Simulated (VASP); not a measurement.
A run of VASP 6.6.1 is set up as follows.

INCAR

```
SYSTEM = Os
PREC = Accurate
ENCUT = 520
EDIFF = 1E-6
ISMEAR = 0
SIGMA = 0.1
LREAL = .FALSE.
LASPH = .TRUE.
NELM = 80
ALGO = Normal
ISIF = 2
LWAVE = .FALSE.
LCHARG = .TRUE.
GGA = PS
LELF = .TRUE.
LVHAR = .TRUE.
NBANDS = 60
```

File KPOINTS:

```
Automatic mesh
0
G
  3 3 3
  0 0 0
```

File POSCAR:

```
Os
1.0
    3.3778334315      1.9501930410      5.8678784788
   -3.3778334315      1.9501930410      5.8678784788
    0.0000000000     -3.9003860818      5.8678784788
Os
12
Direct
    0.0165828604      0.6428455336      0.0165828604
    0.0165828604      0.0165828604      0.6428455336
    0.6428455336      0.0165828604      0.0165828604
    0.9834171396      0.3571544664      0.9834171396
    0.3571544664      0.9834171396      0.9834171396
    0.9834171396      0.9834171396      0.3571544664
    0.2332866467      0.6087954252      0.2332866467
    0.2332866467      0.2332866467      0.6087954252
    0.6087954252      0.2332866467      0.2332866467
    0.7667133533      0.3912045748      0.7667133533
    0.3912045748      0.7667133533      0.7667133533
    0.7667133533      0.7667133533      0.3912045748
```

Potentials or basis: VASP PAW PBE potentials, release 64 (Os).

Launch:

```console
$ cat potpaw_PBE.64/Os/POTCAR > POTCAR
$ mpirun -np 1 vasp_std > vasp.out
```

Task: Predict the largest force.

Result: 0.147 eV/Å.

Task: Estimate the pressure.

Result: -0.6 GPa.

Task: Estimate the band gap on the k mesh.

Result: Zero (bands 48 and 49 overlap by 0.28 eV).

Forces in eV/Å, atoms in the order of the input:
```
Os   0.047 -0.027 -0.136
Os   0.000  0.054 -0.136
Os  -0.047 -0.027 -0.136
Os  -0.047  0.027  0.136
Os   0.047  0.027  0.136
Os   0.000 -0.054  0.136
Os   0.028 -0.016 -0.014
Os   0.000  0.033 -0.014
Os  -0.028 -0.016 -0.014
Os  -0.028  0.016  0.014
Os   0.028  0.016  0.014
Os   0.000 -0.033  0.014
```

Caveat: the k points lie up to 0.38 Å⁻¹ apart; the PAW data sets were made with another functional, which shifts forces and pressure a little; spin-orbit coupling is left out, which moves the levels of the heavy elements.
